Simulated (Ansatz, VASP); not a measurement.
**One calculation of ZnGeP2, two programs**

```
Zn Ge P
1.0
    -2.77781    2.77781    5.26935
     2.77781   -2.77781    5.26935
     2.77781    2.77781   -5.26935
Zn Ge P
2 2 4
Cartesian
  0.0000 2.7778 2.6347
  0.0000 0.0000 0.0000
  2.7778 0.0000 2.6347
  0.0000 0.0000 5.2693
  1.3889 -1.3561 3.9520
  1.3561 1.3889 6.5867
  1.4217 1.3889 1.3173
  1.3889 4.1339 -1.3173
```

Change from the starting cell: epitaxial_xy strain +2.0%.

Alike in both runs: task single point; functional PBE; k mesh 6 × 6 × 6; occupations fermi-dirac, width 0.02 eV; no spin polarisation.

```csv
,VASP,Ansatz
version,VASP 6.6.1,Ansatz 0.2.0
potentials or method,"VASP PAW PBE potentials, release 64 (Zn, Ge_d, P)","plane waves, PAW"
plane-wave cutoff (eV),500,420
valence electrons in the cell,72,72
```

Ansatz gave:

* gap on the k mesh at the Fermi level (eV): 1.08
* pressure (GPa): 0.7
* traceless stress, the component that is largest in VASP (GPa): 1.55
* rms of the force components (eV/Å): 0.042

Task: Which values does VASP return?

Result: gap on the k mesh at the Fermi level (eV): 1.09; pressure (GPa): 0.7; traceless stress, the component that is largest in VASP (GPa): 1.54; rms of the force components (eV/Å): 0.030.

Atom by atom the forces differ by 0.012 eV/Å (rms over components). The functional is the same, so the differences come from potentials, cutoffs and numerics.
